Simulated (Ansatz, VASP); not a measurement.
C: VASP beside Ansatz

```
C
1.0
     1.25306    0.72346    3.41706
    -1.25306    0.72346    3.41706
     0.00000   -1.44691    3.41706
C
2
Direct
  0.16094 0.16094 0.16094
  0.83906 0.83906 0.83906
```

Change from the starting cell: mode 4 frozen in at -0.057 Å, equal normal strain along x, y and z +0.0167.

Alike in both runs: task single point; functional PBE; dispersion D3(BJ); k mesh 15 × 15 × 15; occupations gaussian, width 0.05 eV; no spin polarisation.

```csv
,VASP,Ansatz
version,VASP 6.6.1,Ansatz 0.2.0
potentials or method,"VASP PAW PBE potentials, release 64 (C), cutoff 520 eV","scalar-relativistic, plane waves, PAW"
valence electrons in the cell,8,8
```

VASP gave:

* gap on the k mesh at the Fermi level (eV): 0.79
* least direct gap on the mesh (eV): 0.79
* pressure (GPa): -13.4
* traceless stress, the component that is largest in VASP (GPa): 10.69
* rms of the force components (eV/Å): 1.107

Question: What did Ansatz give for the same quantities?

Answer: gap on the k mesh at the Fermi level (eV): 0.79; least direct gap on the mesh (eV): 0.79; pressure (GPa): -13.8; traceless stress, the component that is largest in VASP (GPa): 11.16; rms of the force components (eV/Å): 1.111.

Atom by atom the forces differ by 0.004 eV/Å (rms over components).
